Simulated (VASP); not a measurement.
Wanted: the native input for a VASP 6.6.1 run.

```yaml
Task: single point
Functional: HSE06
Potentials_or_basis: VASP PAW PBE potentials, release 64 (Zr_sv, B)
Cutoff: 520 eV
k_mesh: 9 × 9 × 7
Occupations: methfessel-paxton, width 0.1 eV
Spin: no spin polarisation
Dipole_correction: no
Grid_for_exact_exchange_PRECFOCK: Normal
Further_INCAR_settings: ALGO = Normal; EDIFF = 1e-07; NBANDS = 16
Share_of_exact_exchange: 0.25
Screening_parameter: 0.2079 1/Å
```

ZrB2:

```
Zr B
1.0
     3.17000    0.00000    0.00000
    -1.58500    2.74530    0.00000
     0.00000    0.00000    3.53300
Zr B
1 2
Direct
  0.00000 0.00000 0.00000
  0.66667 0.33333 0.50000
  0.33333 0.66667 0.50000
```

The input as run:

POSCAR

```
ZrB2
1.0
    3.1700000000      0.0000000000      0.0000000000
   -1.5850000000      2.7453005300      0.0000000000
    0.0000000000      0.0000000000      3.5330000000
Zr B
1 2
Direct
    0.0000000000      0.0000000000      0.0000000000
    0.6666666667      0.3333333333      0.5000000000
    0.3333333333      0.6666666667      0.5000000000
```

INCAR.step1

```
ALGO     = Normal         # electronic algorithm
EDIFF    = 1E-5           # SCF threshold, eV
ENCUT    = 520            # plane-wave cutoff, eV
GGA      = PE             # functional
ISIF     = 2              # what is computed and relaxed
ISMEAR   = 1              # smearing method
KPAR     = 4            
LASPH    = T              # aspherical terms in the spheres
LCHARG   = F              # write CHGCAR
LREAL    = F              # projectors in reciprocal space
LWAVE    = T              # write WAVECAR
NBANDS   = 16             # bands
NELM     = 80             # most SCF steps
PREC     = Accurate       # precision mode
SIGMA    = 0.1            # smearing width, eV
```

INCAR.step2

```
ALGO     = Normal         # electronic algorithm
EDIFF    = 1E-7           # SCF threshold, eV
ENCUT    = 520            # plane-wave cutoff, eV
GGA      = PE             # functional
HFSCREEN = 0.2079         # screening, 1/A
ISIF     = 2              # what is computed and relaxed
ISMEAR   = 1              # smearing method
ISTART   = 1            
KPAR     = 4            
LASPH    = T              # aspherical terms in the spheres
LCHARG   = F              # write CHGCAR
LHFCALC  = T              # exact exchange
LREAL    = F              # projectors in reciprocal space
LWAVE    = F              # write WAVECAR
NBANDS   = 16             # bands
NELM     = 80             # most SCF steps
PREC     = Accurate       # precision mode
PRECFOCK = Normal       
SIGMA    = 0.1            # smearing width, eV
```

KPOINTS

```
k-points
0
Gamma
  9 9 7
```

Potentials or basis: VASP PAW PBE potentials, release 64 (Zr_sv, B).

Run with:

```bash
$ cat potpaw_PBE.64/Zr_sv/POTCAR potpaw_PBE.64/B/POTCAR > POTCAR
$ cp INCAR.step1 INCAR
$ mpirun -np 4 vasp_std > vasp.out
$ cp INCAR.step2 INCAR
$ mpirun -np 4 vasp_std > vasp.out
```

Results of the run:

```json
{"Pressure": "-2.2 GPa", "Band gap on the k mesh": "zero (bands 9 and 10 overlap by 0.64 eV)"}
```

Caveat: the PAW data sets were made with another functional, which shifts forces and pressure a little.

Run time: 42 min on 4 MPI ranks on Intel(R) Xeon(R) Platinum 8488C (Sapphire Rapids) (shared host), peak memory 0.28 GiB a rank.
